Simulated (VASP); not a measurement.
IrPt2: single point with PBE

Crystal: IrPt2.

```
Ir Pt
1.0
    -1.39140    1.39140    5.91977
     1.39140   -1.39140    5.91977
     1.39140    1.39140   -5.91977
Ir Pt
1 2
Direct
  0.00000 0.00000 0.00000
  0.33705 0.33705 0.00000
  0.66295 0.66295 0.00000
```

```json
{
  "Program": "VASP 6.6.1",
  "Task": "single point",
  "Functional": "PBE",
  "Potentials or basis": "VASP PAW PBE potentials, release 64 (Ir, Pt)",
  "Cutoff": "500 eV",
  "k mesh": "8 × 8 × 8",
  "Occupations": "gaussian, width 0.1 eV",
  "Spin": "no spin polarisation",
  "Dipole correction": "no",
  "Further INCAR settings": "ALGO = Normal; EDIFF = 1e-06; NBANDS = 22"
}
```

```json
{
 "Pressure": "-0.4 GPa",
 "Largest force": "0.100 eV/Å",
 "Band gap on the k mesh": "zero (an odd number of electrons rules out a gap without spin polarisation)"
}
```

Forces on the atoms (eV/Å):
```
Ir   0.000  0.000  0.000
Pt   0.000  0.000 -0.100
Pt   0.000  0.000  0.100
```

Stress tensor (GPa, compression positive):
```
 0.16  0.00  0.00
 0.00  0.16  0.00
 0.00  0.00 -1.44
```

Levels at points of the mesh, in eV from the Fermi level:
| k point | band 12 | band 13 | band 14 | band 15 | band 16 | band 17 |
| --- | --- | --- | --- | --- | --- | --- |
| (0.00, 0.00, 0.00) | -1.38 | -1.38 | -1.28 | -0.76 | -0.48 | -0.48 |
| (0.50, 0.00, 0.00) | -1.45 | -0.57 | -0.52 | 0.07 | 0.27 | 1.53 |
| (0.50, 0.50, 0.00) | 0.26 | 0.26 | 0.60 | 1.40 | 1.69 | 5.69 |
| (0.50, 0.50, 0.50) | -2.05 | -1.37 | -1.17 | 0.35 | 0.68 | 0.68 |

It took 3.9 min on 1 thread of Intel(R) Xeon(R) Platinum 8375C CPU @ 2.90GHz (Ice Lake) (shared host), peak memory 0.34 GiB.

Caveat: spin-orbit coupling is left out, which moves the levels of the heavy elements.
